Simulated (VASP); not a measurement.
# C (Fd-3m) in VASP: a series of runs, part 2 of 2

VASP 6.6.1. Earlier steps stand in the parts before.

### Step 4. Relaxation of cell and atoms, r2SCAN, target pressure 2 GPa, at which the enthalpy is minimised

POSCAR reads:

```
C
1.0
    0.0000000000      1.7801408483      1.7801408483
    1.7801408483      0.0000000000      1.7801408483
    1.7801408483      1.7801408483      0.0000000000
C
2
Direct
    0.5000000000      0.5000000000      0.5000000000
    0.7500000000      0.7500000000      0.7500000000
```

INCAR.step1 reads:

```
  PREC = Accurate
  ENCUT = 600
  ISMEAR = 0
  SIGMA = 0.01
  LREAL = F
  LASPH = T
  NELM = 80
  GGA = PE
  ALGO = Normal
  EDIFF = 1E-4
  LWAVE = T
  LCHARG = F
```

INCAR.step2 reads:

```
  PREC = Accurate
  ENCUT = 600
  EDIFF = 1E-7
  ISMEAR = 0
  SIGMA = 0.01
  LREAL = F
  LASPH = T
  NELM = 80
  ALGO = Normal
  ISIF = 3
  LWAVE = F
  LCHARG = F
  METAGGA = R2SCAN
  LMIXTAU = T
  IBRION = 2
  NSW = 100
  EDIFFG = -0.002
  PSTRESS = 20.0
  ISTART = 1
```

KPOINTS reads:

```
regular mesh
0
Gamma
  12 12 12
```

Run with:

```bash
cat potpaw_PBE.64/C/POTCAR > POTCAR
cp INCAR.step1 INCAR
mpirun -np 1 vasp_std > vasp.out
cp INCAR.step2 INCAR
mpirun -np 1 vasp_std > vasp.out
```

It took 68 s on 1 thread of Intel Xeon 8259CL, shared host; peak memory 0.12 GiB.

The run converged. Its results:

```yaml
Free_energy: -19.6637 eV
Relaxed_volume: 5.62 Å³/atom
Relaxed_cell: a = 2.514 Å, b = 2.514 Å, c = 2.514 Å, α = 60.00°, β = 60.00°, γ = 60.00°
Space_group_after_relaxing_to_0.1_Å: Fd-3m (No. 227)
Energy_change_on_relaxing_the_run_minimises_the_enthalpy: +0.2 meV/atom
Ionic_steps: 3
Pressure_after_relaxing: 2.0 GPa
Band_gap_on_the_k_mesh: 4.36 eV (least direct gap 5.86 eV)
```

The path:
| step | energy change (eV) | largest force (eV/Å) | pressure (GPa) | volume (Å³) |
| --- | --- | --- | --- | --- |
| 1 | 0.0000 | 0.0000 | 0.35 | 11.28 |
| 2 | 0.0013 | 0.0000 | 4.19 | 11.19 |
| 3 | 0.0003 | 0.0000 | 2.02 | 11.24 |

Final structure:
```yaml
crystal:
  lattice:
    - [0.00000, 1.77796, 1.77796]
    - [1.77796, 0.00000, 1.77796]
    - [1.77796, 1.77796, 0.00000]
  atoms:
    - { symbol: C, position: [0.50000, 0.50000, 0.50000] }
    - { symbol: C, position: [0.75000, 0.75000, 0.75000] }
```

Levels at points of the mesh, in eV from the valence-band top:
```csv
k point,band 2,band 3,band 4,band 5,band 6,band 7
"(0.00, 0.00, 0.00)",0.00,0.00,0.00,5.86,5.86,5.86
"(0.50, 0.00, 0.00)",-14.15,-3.00,-3.00,8.91,8.91,9.26
"(0.50, 0.50, 0.00)",-13.65,-6.72,-6.72,5.02,5.02,18.02
```

Caveat: the cell is relaxed towards a set pressure, so the run minimises the enthalpy, not the energy; the PAW data sets were made with another functional, which shifts forces and pressure a little.

### Step 5. Relaxation of cell and atoms, r2SCAN, target pressure 4 GPa, at which the enthalpy is minimised

POSCAR is that of step 4.

INCAR.step1 reads:

```
SYSTEM = C
PREC = Accurate
ENCUT = 600
ISMEAR = 0
SIGMA = 0.01
LREAL = .False.
LASPH = .True.
NELM = 100
GGA = PE
ALGO = Normal
EDIFF = 1E-4
LWAVE = .True.
LCHARG = .False.
```

INCAR.step2 reads:

```
SYSTEM = C
PREC = Accurate
ENCUT = 600
EDIFF = 1E-7
ISMEAR = 0
SIGMA = 0.01
LREAL = .False.
LASPH = .True.
NELM = 100
ALGO = Normal
ISIF = 3
LWAVE = .False.
LCHARG = .False.
METAGGA = R2SCAN
LMIXTAU = .True.
IBRION = 2
NSW = 100
EDIFFG = -0.002
PSTRESS = 40.0
ISTART = 1
```

KPOINTS reads:

```
regular mesh
0
Gamma
  12 12 12
  0 0 0
```

Run with:

```bash
cat potpaw_PBE.64/C/POTCAR > POTCAR
cp INCAR.step1 INCAR
mpirun -np 1 vasp_std > vasp.out
cp INCAR.step2 INCAR
mpirun -np 1 vasp_std > vasp.out
```

Run time: 72 s. Hardware: 1 thread of Intel Xeon 8259CL, shared host; peak memory 0.12 GiB.

It converged, with:

```
Free energy                                                : -19.6628 eV
Relaxed volume                                             : 5.60 Å³/atom
Relaxed cell                                               : a = 2.511 Å, b = 2.511 Å, c = 2.511 Å, α = 60.00°, β = 60.00°, γ = 60.00°
Space group after relaxing (to 0.1 Å)                      : Fd-3m (No. 227)
Energy change on relaxing (the run minimises the enthalpy) : +0.6 meV/atom
Ionic steps                                                : 3
Pressure after relaxing                                    : 4.0 GPa
Band gap on the k mesh                                     : 4.37 eV (least direct gap 5.87 eV)
```

The path:
```csv
step,energy change (eV),largest force (eV/Å),pressure (GPa),volume (Å³)
1,0.0000,0.0000,0.35,11.28
2,0.0060,0.0000,9.03,11.07
3,0.0012,0.0000,4.01,11.19
```

Final structure:
```
C
1.0
     0.00000    1.77540    1.77540
     1.77540    0.00000    1.77540
     1.77540    1.77540    0.00000
C
2
Cartesian
  1.7754 1.7754 1.7754
  2.6631 2.6631 2.6631
```

Levels at points of the mesh, in eV from the valence-band top:
```csv
k point,band 2,band 3,band 4,band 5,band 6,band 7
"(0.00, 0.00, 0.00)",0.00,0.00,0.00,5.87,5.87,5.87
"(0.50, 0.00, 0.00)",-14.20,-3.01,-3.01,8.93,8.93,9.32
"(0.50, 0.50, 0.00)",-13.69,-6.74,-6.74,5.03,5.03,18.08
```

Caveat: the cell is relaxed towards a set pressure, so the run minimises the enthalpy, not the energy; the PAW data sets were made with another functional, which shifts forces and pressure a little. A k mesh can miss the band edges.

### Step 6. Relaxation of cell and atoms, r2SCAN, target pressure 7 GPa, at which the enthalpy is minimised

POSCAR is that of step 5.

INCAR.step1 reads:

```
PREC = Accurate
ENCUT = 600
ISMEAR = 0
SIGMA = 0.01
LREAL = False
LASPH = True
NELM = 80
GGA = PE
ALGO = Normal
EDIFF = 1E-4
LWAVE = True
LCHARG = False
```

INCAR.step2 reads:

```
PREC = Accurate
ENCUT = 600
EDIFF = 1E-7
ISMEAR = 0
SIGMA = 0.01
LREAL = False
LASPH = True
NELM = 80
ALGO = Normal
ISIF = 3
LWAVE = False
LCHARG = False
METAGGA = R2SCAN
LMIXTAU = True
IBRION = 2
NSW = 100
EDIFFG = -0.002
PSTRESS = 70.0
ISTART = 1
```

KPOINTS reads:

```
Automatic mesh
0
Gamma
  12 12 12
```

Potentials or basis: VASP PAW PBE potentials, release 64 (C).

Run with:

```bash
cat potpaw_PBE.64/C/POTCAR > POTCAR
cp INCAR.step1 INCAR
mpirun -np 1 vasp_std > vasp.out
cp INCAR.step2 INCAR
mpirun -np 1 vasp_std > vasp.out
```

It took 73 s on 1 thread of Intel Xeon 8259CL, shared host; peak memory 0.12 GiB.

It converged, with:

```
Free energy                                                : -19.6604 eV
Relaxed volume                                             : 5.56 Å³/atom
Relaxed cell                                               : a = 2.505 Å, b = 2.505 Å, c = 2.505 Å, α = 60.00°, β = 60.00°, γ = 60.00°
Space group after relaxing (to 0.1 Å)                      : Fd-3m (No. 227)
Energy change on relaxing (the run minimises the enthalpy) : +1.8 meV/atom
Ionic steps                                                : 3
Pressure after relaxing                                    : 7.0 GPa
Band gap on the k mesh                                     : 4.39 eV (least direct gap 5.89 eV)
```

Step by step:
| step | energy change (eV) | largest force (eV/Å) | pressure (GPa) | volume (Å³) |
| --- | --- | --- | --- | --- |
| 1 | 0.0000 | 0.0000 | 0.35 | 11.28 |
| 2 | 0.0196 | 0.0000 | 16.67 | 10.90 |
| 3 | 0.0036 | 0.0000 | 6.98 | 11.12 |

Final structure:
```
C
1.0
     0.00000    1.77165    1.77165
     1.77165    0.00000    1.77165
     1.77165    1.77165    0.00000
C
2
Cartesian
  1.7717 1.7717 1.7717
  2.6575 2.6575 2.6575
```

Levels at points of the mesh, in eV from the valence-band top:
```tsv
k point	band 2	band 3	band 4	band 5	band 6	band 7
(0.00, 0.00, 0.00)	0.00	0.00	0.00	5.89	5.89	5.89
(0.50, 0.00, 0.00)	-14.27	-3.03	-3.03	8.96	8.96	9.41
(0.50, 0.50, 0.00)	-13.73	-6.79	-6.79	5.04	5.04	18.19
```

Caveat: the cell is relaxed towards a set pressure, so the run minimises the enthalpy, not the energy; the PAW data sets were made with another functional, which shifts forces and pressure a little.

### Step 7. Summary

```csv
task,cell,k mesh,cutoff (eV),smearing,gap on the mesh (eV),pressure (GPa)
single point,"a = 2.517 Å, angles 60.0°, 2 atoms",22 × 22 × 22,520,fermi-dirac 0.1 eV,4.33,1.1
relaxation of cell and atoms,"relaxed to 1 GPa from a = 2.517 Å, angles 60.0°, 2 atoms",12 × 12 × 12,600,gaussian 0.01 eV,4.36,1.0
relaxation of cell and atoms,"relaxed to 2 GPa from a = 2.517 Å, angles 60.0°, 2 atoms",12 × 12 × 12,600,gaussian 0.01 eV,4.36,2.0
relaxation of cell and atoms,"relaxed to 4 GPa from a = 2.517 Å, angles 60.0°, 2 atoms",12 × 12 × 12,600,gaussian 0.01 eV,4.37,4.0
relaxation of cell and atoms,"relaxed to 7 GPa from a = 2.517 Å, angles 60.0°, 2 atoms",12 × 12 × 12,600,gaussian 0.01 eV,4.39,7.0
```

Alike in all rows: level r2SCAN; potentials or basis VASP PAW PBE potentials, release 64 (C); no spin polarisation.

Caveats: the PAW data sets were made with another functional, which shifts forces and pressure a little; the cell is relaxed towards a set pressure, so the run minimises the enthalpy, not the energy (at least some runs).

Absolute energies hang on the potentials; compare differences alone.
